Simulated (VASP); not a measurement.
# CsPbCl3 in VASP: notebook

CsPbCl3 is run at these levels: r2SCAN, PBE; tasks: single point.

All numbers are computed with VASP 6.6.1; they aren't measurements. Logs are shortened: lines on timing, memory, paths and dates and some standing lists are left out, and cuts for length are marked.

## Step 1: The cell of the first run

The typed cell holds 5 atoms: a = 5.882 Å, b = 5.882 Å, c = 5.882 Å, α = 90.00°, β = 90.00°, γ = 90.00°.

## Step 2: Single point, r2SCAN (strain +3.6%)

POSCAR

```
CsPbCl3
1.0
    4.1594336706      2.4014501494      3.3959571204
   -4.1594336706      2.4014501494      3.3959571204
    0.0000000000     -4.8029002988      3.3959571203
Cs Pb Cl
1 1 3
Direct
    0.5000000000      0.5000000000      0.5000000000
    0.0000000000      0.0000000000      0.0000000000
    0.5000000000      0.0000513870      0.9999486130
    0.0000513870      0.9999486130      0.5000000000
    0.9999486130      0.5000000000      0.0000513870
```

INCAR.step1

```
SYSTEM = CsPbCl3
PREC = Accurate
ENCUT = 520
ISMEAR = 0
SIGMA = 0.01
LREAL = .False.
LASPH = .True.
NELM = 60
NBANDS = 30
GGA = PE
ALGO = Normal
EDIFF = 1E-4
LWAVE = .True.
LCHARG = .False.
```

INCAR.step2

```
SYSTEM = CsPbCl3
PREC = Accurate
ENCUT = 520
EDIFF = 1E-6
ISMEAR = 0
SIGMA = 0.01
LREAL = .False.
LASPH = .True.
NELM = 60
ALGO = Normal
ISIF = 2
LWAVE = .False.
LCHARG = .False.
METAGGA = R2SCAN
LMIXTAU = .True.
NBANDS = 30
ISTART = 1
```

KPOINTS

```
regular mesh
0
Gamma
  4 4 4
  0 0 0
```

Potentials or basis: VASP PAW PBE potentials, release 64 (Cs_sv, Pb_d, Cl).

Command:

```sh
$ cat potpaw_PBE.64/Cs_sv/POTCAR potpaw_PBE.64/Pb_d/POTCAR potpaw_PBE.64/Cl/POTCAR > POTCAR
$ cp INCAR.step1 INCAR
$ mpirun -np 1 vasp_std > vasp.out
$ cp INCAR.step2 INCAR
$ mpirun -np 1 vasp_std > vasp.out
```

OUTCAR:

```text
SYSTEM = CsPbCl3
   PREC = Accurate
   ENCUT = 520
   EDIFF = 1E-6
   ISMEAR = 0
   LREAL = .False.
   LASPH = .True.
   NELM = 60
   ISIF = 2
   METAGGA = R2SCAN
   ISTART = 1

 ion  position               nearest neighbor table
   1  0.500  0.500  0.500-
   2  0.000  0.000  0.000-   4 2.94   4 2.94   5 2.94   3 2.94   5 2.94   3 2.94
   3  0.500  0.000  1.000-   2 2.94   2 2.94
   4  0.000  1.000  0.500-   2 2.94   2 2.94
   5  1.000  0.500  0.000-   2 2.94   2 2.94

  LATTYP: Found a trigonal (rhomboedric) cell.
 ALAT       =     5.8822084325
 COS(alpha) =    -0.0000404873

  Lattice vectors:

 A1 = (   4.1594336706,   2.4014501494,   3.3959571204)
 A2 = (  -4.1594336706,   2.4014501494,   3.3959571204)
 A3 = (   0.0000000000,  -4.8029002988,   3.3959571203)

Analysis of symmetry for initial positions (statically):
=====================================================================
 Subroutine PRICEL returns:
 Original cell was already a primitive cell.

 Routine SETGRP: Setting up the symmetry group for a
 trigonal (rhombohedral) supercell.

 Subroutine GETGRP returns: Found  6 space group operations
 (whereof  6 operations were pure point group operations)
 out of a pool of 12 trial point group operations.

The static configuration has the point symmetry D_3 .

Analysis of symmetry for dynamics (positions and initial velocities):
=====================================================================
 Subroutine PRICEL returns:
 Original cell was already a primitive cell.

 Routine SETGRP: Setting up the symmetry group for a
 trigonal (rhombohedral) supercell.

 Subroutine GETGRP returns: Found  6 space group operations
 (whereof  6 operations were pure point group operations)
 out of a pool of 12 trial point group operations.

The dynamic configuration has the point symmetry D_3 .

 Subroutine INISYM returns: Found  6 space group operations
 (whereof  6 operations are pure point group operations),
 and found     1 'primitive' translations

----------------------------------------------------------------------------------------

                                     Primitive cell

  volume of cell :     203.5266

  direct lattice vectors                    reciprocal lattice vectors
     4.159433671  2.401450149  3.395957120     0.120208673  0.069402509  0.098155931
    -4.159433671  2.401450149  3.395957120    -0.120208673  0.069402509  0.098155931
     0.000000000 -4.802900299  3.395957120     0.000000000 -0.138805019  0.098155931

  length of vectors
     5.882208433  5.882208433  5.882208432     0.170004177  0.170004177  0.170004177

  position of ions in fractional coordinates (direct lattice)
     0.500000000  0.500000000  0.500000000
     0.000000000  0.000000000  0.000000000
     0.500000000  0.000051387  0.999948613
     0.000051387  0.999948613  0.500000000
     0.999948613  0.500000000  0.000051387

  ion indices of the primitive-cell ions
   primitive index   ion index
                 1           1
                 2           2
                 3           3
                 4           4
                 5           5

----------------------------------------------------------------------------------------

 KPOINTS: regular mesh

Automatic generation of k-mesh.
 Grid dimensions read from file:
 generate k-points for:    4    4    4

 Generating k-lattice:

  Cartesian coordinates                     Fractional coordinates (reciprocal lattice)
     0.030052168  0.017350627  0.024538983     0.250000000 -0.000000000 -0.000000000
    -0.030052168  0.017350627  0.024538983    -0.000000000  0.250000000 -0.000000000
     0.000000000 -0.034701255  0.024538983     0.000000000  0.000000000  0.250000000

  Length of vectors
     0.042501044  0.042501044  0.042501044

  Shift w.r.t. Gamma in fractional coordinates (k-lattice)
     0.000000000  0.000000000  0.000000000

 Subroutine IBZKPT returns following result:
 ===========================================

 Found     13 irreducible k-points:

 Following reciprocal coordinates:
            Coordinates               Weight
  0.000000  0.000000  0.000000      1.000000
  0.250000 -0.000000  0.000000      6.000000
  0.500000 -0.000000  0.000000      3.000000
  0.250000  0.250000  0.000000      6.000000
  0.500000  0.250000  0.000000     12.000000
 -0.250000  0.250000  0.000000      6.000000
  0.500000  0.500000  0.000000      3.000000
  0.250000  0.250000  0.250000      2.000000
  0.500000  0.250000  0.250000      6.000000
 -0.250000  0.250000  0.250000      6.000000
  0.500000  0.500000  0.250000      6.000000
 -0.250000  0.500000  0.250000      6.000000
  0.500000  0.500000  0.500000      1.000000
   k-points           NKPTS =     13   k-points in BZ     NKDIM =     13   number of bands    NBANDS=     30
   number of dos      NEDOS =    301   number of ions     NIONS =      5
   total plane-waves  NPLWV = 110592
   dimension x,y,z NGX =    48 NGY =   48 NGZ =   48
   dimension x,y,z NGXF=    96 NGYF=   96 NGZF=   96
   ions per type =               1   1   3
   NGX,Y,Z   is equivalent  to a cutoff of  13.57, 13.57, 13.57 a.u.
   NGXF,Y,Z  is equivalent  to a cutoff of  27.13, 27.13, 27.13 a.u.
 SYSTEM =  CsPbCl3
   PREC   = accura    normal or accurate (medium, high low for compatibility)
   ISTART =      1    job   : 0-new  1-cont  2-samecut
   ICHARG =      0    charge: 1-file 2-atom 10-const
   ISPIN  =      1    spin polarized calculation?
   LNONCOLLINEAR =      F non collinear calculations
   LSORBIT =      F    spin-orbit coupling
   LASPH  =      T    aspherical Exc in radial PAW
   ENCUT  =  520.0 eV  38.22 Ry    6.18 a.u.  10.94 10.94 10.94*2*pi/ulx,y,z
   NELM   =     60;   NELMIN=  2; NELMDL=  0     # of ELM steps
   EDIFF  = 0.1E-05   stopping-criterion for ELM
   LREAL  =      F    real-space projection
   EDIFFG = 0.1E-04   stopping-criterion for IOM
   NSW    =      0    number of steps for IOM
   IBRION =     -1    ionic relax: 0-MD 1-quasi-New 2-CG
   NFREE  =      0    steps in history (QN), initial steepest desc. (CG)
   ISIF   =      2    stress and relaxation
   ISYM   =      2    0-nonsym 1-usesym 2-fastsym
   POTIM  = 0.5000    time-step for ionic-motion
   TEBEG  =    0.0;   TEEND  =   0.0 temperature during run
   PSTRESS=    0.0 pullay stress
   NELECT =      44.0000    total number of electrons
   NUPDOWN=      -1.0000    fix difference up-down
   EMIN   =  10.00;   EMAX   =-10.00  energy-range for DOS
   EFERMI =   0.00;   METHOD = LEGACY
   ISMEAR =     0;   SIGMA  =   0.01  broadening in eV -4-tet -1-fermi 0-gaus
   EFERMI_NEDOS =   21; number of points for ismear=-14 and -15
   IALGO  =     38    algorithm
   IMIX   =      4    mixing-type and parameters
     AMIX     =   0.40;   BMIX     =  1.00
     AMIX_MAG =   1.60;   BMIX_MAG =  1.00
  volume/ion in A,a.u.               =      40.71       274.69
  Fermi-wavevector in a.u.,A,eV,Ry     =   0.982544  1.856739 13.134964  0.965393
  Thomas-Fermi vector in A             =   2.113634
   LORBIT       =      0    0 simple, 1 ext, 2 COOP (PROOUT), +10 PAW based schemes
   METAGGA = R2SCAN    functional components
   LHFCALC =     F    Hartree Fock is set to
   AEXX    =    0.0000 exact exchange contribution
   IVDW    =     0    specifies the selected vdW correction
   LEPSILON=     F    determine dielectric tensor
   LRPA    =     F    only Hartree local field effects (RPA)
 non-spin polarized calculation
 Gauss-broadening in eV      SIGMA  =   0.01
  energy-cutoff  :      520.00
  volume of cell :      203.53
 maximum number of plane-waves:      5520
 NGX is ok and might be reduce to    48
   NGX = 21   NGY = 21   NGZ = 21

 number of electron      43.9999989 magnetization

 Free energy of the ion-electron system (eV)
  ---------------------------------------------------
  ext. energy  EPLUGINS =         0.00000000
  ---------------------------------------------------
  free energy    TOTEN  =      -108.02991069 eV

  energy without entropy =     -108.02991069  energy(sigma->0) =     -108.02991069

 E-fermi :  -0.0782     XC(G=0):  -7.5945

 val. band max:       -0.1463019885   @ k =   0.5000   0.5000   0.5000
 cond. band min:       2.7071109960   @ k =   0.5000   0.5000   0.5000
 fundamental gap:      2.8534129846
 Fermi energy:        -0.0782378708

 k-point     1 :       0.0000    0.0000    0.0000
  band No.  band energies     occupation
      1     -21.4596      2.00000
      2     -16.9801      2.00000
      3     -16.9801      2.00000
      4     -16.8760      2.00000
      5     -16.8760      2.00000
      6     -16.8760      2.00000
[... 22 lines left out ...]
     29       6.3946      0.00000
     30       6.3948      0.00000

 k-point     2 :       0.2500   -0.0000    0.0000
  band No.  band energies     occupation
      1     -21.4592      2.00000
      2     -16.9801      2.00000
      3     -16.9550      2.00000
      4     -16.8764      2.00000
      5     -16.8764      2.00000
      6     -16.8760      2.00000
[... 22 lines left out ...]
     29       6.5814      0.00000
     30       7.0091      0.00000

 k-point     3 :       0.5000   -0.0000    0.0000
  band No.  band energies     occupation
      1     -21.4587      2.00000
      2     -16.9801      2.00000
      3     -16.9292      2.00000
      4     -16.8767      2.00000
      5     -16.8767      2.00000
      6     -16.8760      2.00000
[... 22 lines left out ...]
     29       6.8745      0.00000
     30       7.7134      0.00000

 k-point     4 :       0.2500    0.2500    0.0000
  band No.  band energies     occupation
      1     -21.4587      2.00000
      2     -16.9678      2.00000
      3     -16.9415      2.00000
      4     -16.8767      2.00000
      5     -16.8763      2.00000
      6     -16.8763      2.00000
[... 22 lines left out ...]
     29       6.7881      0.00000
     30       7.1918      0.00000

 k-point     5 :       0.5000    0.2500    0.0000
  band No.  band energies     occupation
      1     -21.4583      2.00000
      2     -16.9645      2.00000
      3     -16.9184      2.00000
      4     -16.8770      2.00000
      5     -16.8766      2.00000
      6     -16.8763      2.00000
[... 22 lines left out ...]
     29       7.0352      0.00000
     30       7.3001      0.00000

 k-point     6 :      -0.2500    0.2500    0.0000
  band No.  band energies     occupation
      1     -21.4587      2.00000
      2     -16.9678      2.00000
      3     -16.9415      2.00000
      4     -16.8767      2.00000
      5     -16.8763      2.00000
      6     -16.8763      2.00000
[... 22 lines left out ...]
     29       6.7880      0.00000
     30       7.1908      0.00000

 k-point     7 :       0.5000    0.5000    0.0000
  band No.  band energies     occupation
      1     -21.4579      2.00000
      2     -16.9557      2.00000
      3     -16.9000      2.00000
      4     -16.8773      2.00000
      5     -16.8767      2.00000
      6     -16.8766      2.00000
[... 22 lines left out ...]
     29       7.2047      0.00000
     30       7.2049      0.00000

 k-point     8 :       0.2500    0.2500    0.2500
  band No.  band energies     occupation
      1     -21.4583      2.00000
      2     -16.9415      2.00000
      3     -16.9415      2.00000
      4     -16.8767      2.00000
      5     -16.8767      2.00000
      6     -16.8767      2.00000
[... 22 lines left out ...]
     29       7.1044      0.00000
     30       7.1052      0.00000

 k-point     9 :       0.5000    0.2500    0.2500
  band No.  band energies     occupation
      1     -21.4579      2.00000
      2     -16.9415      2.00000
      3     -16.9145      2.00000
      4     -16.8770      2.00000
      5     -16.8770      2.00000
      6     -16.8767      2.00000
[... 22 lines left out ...]
     29       7.0869      0.00000
     30       7.1065      0.00000

 k-point    10 :      -0.2500    0.2500    0.2500
  band No.  band energies     occupation
      1     -21.4583      2.00000
      2     -16.9415      2.00000
      3     -16.9415      2.00000
      4     -16.8767      2.00000
      5     -16.8767      2.00000
      6     -16.8766      2.00000
[... 22 lines left out ...]
     29       7.1045      0.00000
     30       7.1047      0.00000

 k-point    11 :       0.5000    0.5000    0.2500
  band No.  band energies     occupation
      1     -21.4575      2.00000
      2     -16.9283      2.00000
      3     -16.9000      2.00000
      4     -16.8773      2.00000
      5     -16.8770      2.00000
      6     -16.8770      2.00000
[... 22 lines left out ...]
     29       6.8193      0.00000
     30       7.2038      0.00000

 k-point    12 :      -0.2500    0.5000    0.2500
  band No.  band energies     occupation
      1     -21.4579      2.00000
      2     -16.9415      2.00000
      3     -16.9145      2.00000
      4     -16.8770      2.00000
      5     -16.8770      2.00000
      6     -16.8767      2.00000
[... 22 lines left out ...]
     29       7.0868      0.00000
     30       7.1066      0.00000

 k-point    13 :       0.5000    0.5000    0.5000
  band No.  band energies     occupation
      1     -21.4572      2.00000
      2     -16.9000      2.00000
      3     -16.9000      2.00000
      4     -16.8773      2.00000
      5     -16.8773      2.00000
      6     -16.8773      2.00000
[... 22 lines left out ...]
     29       6.6164      0.00000
     30       7.7533      0.00000

------------------------ aborting loop because EDIFF is reached ----------------------------------------

  FORCE on cell =-STRESS in cart. coord.  units (eV):
  Direction    XX          YY          ZZ          XY          YZ          ZX
  --------------------------------------------------------------------------------------
  -------------------------------------------------------------------------------------
  Total       -2.6580568     -2.6580568     -2.6571706     -0.0000000     -0.0000000      0.0000000
  in kB      -20.9244288    -20.9244288    -20.9174528     -0.0000000     -0.0000000      0.0000000
  external PRESSURE =     -20.9221034 kB  Pullay stress =       0.0000000 kB

 VOLUME and BASIS-vectors are now :
 -----------------------------------------------------------------------------
  energy-cutoff  :      520.00
  volume of cell :      203.53
      direct lattice vectors                 reciprocal lattice vectors
     4.159433671  2.401450149  3.395957120     0.120208673  0.069402509  0.098155931
    -4.159433671  2.401450149  3.395957120    -0.120208673  0.069402509  0.098155931
     0.000000000 -4.802900299  3.395957120     0.000000000 -0.138805019  0.098155931

 POSITION                                       TOTAL-FORCE (eV/Angst)
 -----------------------------------------------------------------------------------
      0.00000      0.00000      5.09394         0.000000      0.000000     -0.000000
      0.00000      0.00000      0.00000        -0.000000      0.000000     -0.000000
      2.07950     -3.60181      5.09394         0.000059     -0.000103     -0.000000
     -4.15901      0.00000      5.09394        -0.000119      0.000000      0.000000
      2.07950      3.60181      5.09394         0.000059      0.000103      0.000000
 -----------------------------------------------------------------------------------
    total drift:                                0.000000      0.000000      0.000000

  FREE ENERGIE OF THE ION-ELECTRON SYSTEM (eV)
  ---------------------------------------------------
  free  energy   TOTEN  =      -108.0299106901 eV

  energy  without entropy=     -108.0299106901  energy(sigma->0) =     -108.02991069
```

Wall time 2.1 min (1 thread of Intel Xeon 6975P-C (Granite Rapids), shared host); peak memory 0.4 GiB.

What came out:

```
Free energy            : -108.0299 eV
Pressure               : -2.1 GPa
Band gap on the k mesh : 2.85 eV
```

Caveat: the cell differs from its parent crystal (strain +3.6%); the PAW data sets were made with another functional, which shifts forces and pressure a little; spin-orbit coupling is left out, which moves the levels of the heavy elements.

## Step 3: Single point, PBE (uniaxial x strain +0.9%)

INCAR

```
SYSTEM = CsPbCl3
ALGO = Normal
EDIFF = 1E-6
ENCUT = 520
GGA = PE
ISIF = 2
ISMEAR = -1
LASPH = .TRUE.
LCHARG = .FALSE.
LREAL = .FALSE.
LWAVE = .FALSE.
NBANDS = 30
NELM = 60
PREC = Accurate
SIGMA = 0.02
```

KPOINTS

```
k-points
0
G
  4 4 4
  0 0 0
```

Changes to POSCAR since step 2:

```diff
@@ -2,5 +2,5 @@
 1.0
-    4.1594336706      2.4014501494      3.3959571204
-   -4.1594336706      2.4014501494      3.3959571204
-    0.0000000000     -4.8029002988      3.3959571203
+    4.0486438913      2.3175546703      3.2773182015
+   -4.0486438913      2.3175546703      3.2773182015
+    0.0000000000     -4.6351093407      3.2773182014
 Cs Pb Cl
```

Potentials or basis: VASP PAW PBE potentials, release 64 (Cs_sv, Pb_d, Cl).

Command:

```sh
$ cat potpaw_PBE.64/Cs_sv/POTCAR potpaw_PBE.64/Pb_d/POTCAR potpaw_PBE.64/Cl/POTCAR > POTCAR
$ mpirun -np 1 vasp_std > vasp.out
```

It took 47 s on 1 thread of Intel Xeon 6975P-C (Granite Rapids), shared host; peak memory 0.33 GiB.

It converged, with:

| Item | Value |
| --- | --- |
| Free energy | -17.5407 eV |
| Pressure | 0.5 GPa |
| Band gap on the k mesh | 2.10 eV |

Stress tensor (GPa, compression positive):
```
 0.42  0.00  0.00
 0.00  0.61 -0.07
 0.00 -0.07  0.56
```

Levels at points of the mesh, in eV from the valence-band top:
```
           k point  band 19  band 20  band 21  band 22  band 23  band 24  band 25  band 26
(0.00, 0.00, 0.00)    -2.28    -2.20    -2.19    -2.18     3.57     4.60     4.61     5.49
(0.50, 0.00, 0.00)    -2.37    -2.29    -2.28    -1.52     3.11     4.89     5.36     5.42
(0.50, 0.50, 0.00)    -2.44    -2.44    -1.90    -0.75     2.65     2.67     5.06     5.61
(0.00, 0.00, 0.50)    -2.38    -2.30    -2.27    -1.50     3.12     4.90     5.33     5.40
(0.50, 0.00, 0.50)    -2.45    -2.45    -1.90    -0.73     2.65     2.68     4.99     5.61
(0.50, 0.50, 0.50)    -1.89    -1.89    -1.89     0.00     2.10     2.14     2.15     5.34
```

Caveat: the cell differs from its parent crystal (uniaxial x strain +0.9%); spin-orbit coupling is left out, which moves the levels of the heavy elements. A k mesh can miss the band edges.

(Part 1 of 2 ends here.)
